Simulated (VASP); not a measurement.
A run of VASP 6.6.1 is set up as follows.

INCAR

```
SYSTEM = SrAl3O2
PREC = Accurate ; ENCUT = 520
EDIFF = 1E-6 ; ISMEAR = 0
SIGMA = 0.1 ; LREAL = .False.
LASPH = .True. ; NELM = 100
ALGO = Normal ; ISIF = 2
LWAVE = .False. ; LCHARG = .True.
GGA = PE ; LELF = .True.
LVHAR = .True. ; NBANDS = 24
```

KPOINTS

```
Automatic mesh
0
Gamma
  6 6 4
  0 0 0
```

File POSCAR:

```
SrAl3O2
1.0
    6.3925876147     -0.0000000040      0.0000000000
   -3.1962938039      5.5361432723      0.0000000000
    0.0000000000      0.0000000000      3.3589357440
Sr Al O
1 3 2
Direct
    0.0000000000      0.0000000000      0.0000000000
    0.5000000000      0.0000000000      0.5000000000
    0.0000000000      0.5000000000      0.5000000000
    0.5000000000      0.5000000000      0.5000000000
    0.3333333333      0.6666666667      0.5000000000
    0.6666666667      0.3333333333      0.5000000000
```

Potentials or basis: VASP PAW PBE potentials, release 64 (Sr_sv, Al, O).

Run with:

```sh
$ cat potpaw_PBE.64/Sr_sv/POTCAR potpaw_PBE.64/Al/POTCAR potpaw_PBE.64/O/POTCAR > POTCAR
$ mpirun -np 1 vasp_std > vasp.out
```

What does it give for the band gap on the k mesh?

Zero (an odd number of electrons rules out a gap without spin polarisation).

Estimate the pressure.

0.1 GPa.

Stress tensor (GPa, compression positive):
```
 0.21  0.00  0.00
 0.00  0.21  0.00
 0.00  0.00 -0.11
```

Caveat: the k points lie up to 0.47 Å⁻¹ apart, too coarse for converged energies and pressures of a metal; an odd number of electrons without spin polarisation forces a metal; a magnetic or distorted state may lie lower.
